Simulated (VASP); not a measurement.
Write the native input for VASP 6.6.1 that does the following.

```
Task                   : single point
Functional             : PBE
Potentials or basis    : VASP PAW PBE potentials, release 64 (Al, O)
Cutoff                 : 520 eV
k mesh                 : 6 × 6 × 6
Occupations            : gaussian, width 0.05 eV
Spin                   : no spin polarisation
Dipole correction      : no
Further INCAR settings : ALGO = Normal; EDIFF = 1e-07; NBANDS = 35
```

The structure of Al2O3 lies in POSCAR:

```
Al2O3
1.0
    2.5215409537      1.4558123484      3.9757976730
   -2.5215409537      1.4558123484      3.9757976730
    0.0000000000     -2.9116246967      3.9757976730
Al O
4 6
Direct
    0.8597505612      0.8597505612      0.8597505612
    0.6402494388      0.6402494388      0.6402494388
    0.1402494388      0.1402494388      0.1402494388
    0.3597505612      0.3597505612      0.3597505612
    0.0561574040      0.4438425960      0.7500000000
    0.7500000000      0.0561574040      0.4438425960
    0.4438425960      0.7500000000      0.0561574040
    0.9438425960      0.5561574040      0.2500000000
    0.2500000000      0.9438425960      0.5561574040
    0.5561574040      0.2500000000      0.9438425960
```

This cell differs from its parent crystal: c/a of the conventional cell at fixed volume 2.3651.

These files were run (other wordings do the same):

INCAR

```
SYSTEM = Al2O3
PREC     = Accurate       ! precision mode
ENCUT    = 520            ! plane-wave cutoff, eV
EDIFF    = 1E-7           ! SCF threshold, eV
ISMEAR   = 0              ! smearing method
SIGMA    = 0.05           ! smearing width, eV
LREAL    = .False.        ! projectors in reciprocal space
LASPH    = .True.         ! aspherical terms in the spheres
NELM     = 100            ! most SCF steps
ALGO     = Normal         ! electronic algorithm
ISIF     = 2              ! what is computed and relaxed
LWAVE    = .False.        ! write WAVECAR
LCHARG   = .False.        ! write CHGCAR
GGA      = PE             ! functional
NBANDS   = 35             ! bands
```

KPOINTS

```
regular mesh
0
Gamma
  6 6 6
  0 0 0
```

Potentials or basis: VASP PAW PBE potentials, release 64 (Al, O).

Launch:

```sh
$ cat potpaw_PBE.64/Al/POTCAR potpaw_PBE.64/O/POTCAR > POTCAR
$ mpirun -np 1 vasp_std > vasp.out
```

It gave:

| Item | Value |
| --- | --- |
| Pressure | -1.4 GPa |
| Largest force | 0.525 eV/Å |
| Band gap on the k mesh | 4.22 eV, direct |

Run time: 74 s on 1 thread of AMD EPYC 9R45 96-Core Processor (Zen 5), on a shared host, peak memory 0.23 GiB.
